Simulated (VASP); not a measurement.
Here is a VASP 6.6.1 calculation.

The input INCAR:

```
  ALGO = Normal
  EDIFF = 1E-6
  ENCUT = 520
  GGA = PE
  ISIF = 2
  ISMEAR = -1
  LASPH = T
  LCHARG = F
  LREAL = F
  LWAVE = F
  NBANDS = 17
  NELM = 80
  PREC = Accurate
  SIGMA = 0.08
```

Contents of KPOINTS:

```
k-points
0
Gamma
  14 14 8
```

POSCAR

```
Hf
1.0
    3.1004641097      0.0000000000      0.0000000000
   -1.5502320549      2.6850806825      0.0000000000
    0.0000000000      0.0000000000      4.9236685741
Hf
2
Direct
    0.3333333333      0.6666666667      0.2500000000
    0.6666666667      0.3333333333      0.7500000000
```

Potentials or basis: VASP PAW PBE potentials, release 64 (Hf_pv).

The run is started by

```sh
$ cat potpaw_PBE.64/Hf_pv/POTCAR > POTCAR
$ mpirun -np 1 vasp_std > vasp.out
```

Q: What does it give for the pressure?

A: 11.5 GPa.

Q: Predict the band gap on the k mesh.

A: Zero (band 10 reaches 6.75 eV, above the bottom of band 11 at 5.24 eV).

Stress tensor (GPa, compression positive):
```
11.57  0.00  0.00
 0.00 11.57  0.00
 0.00  0.00 11.42
```

Caveat: spin-orbit coupling is left out, which moves the levels of the heavy elements.
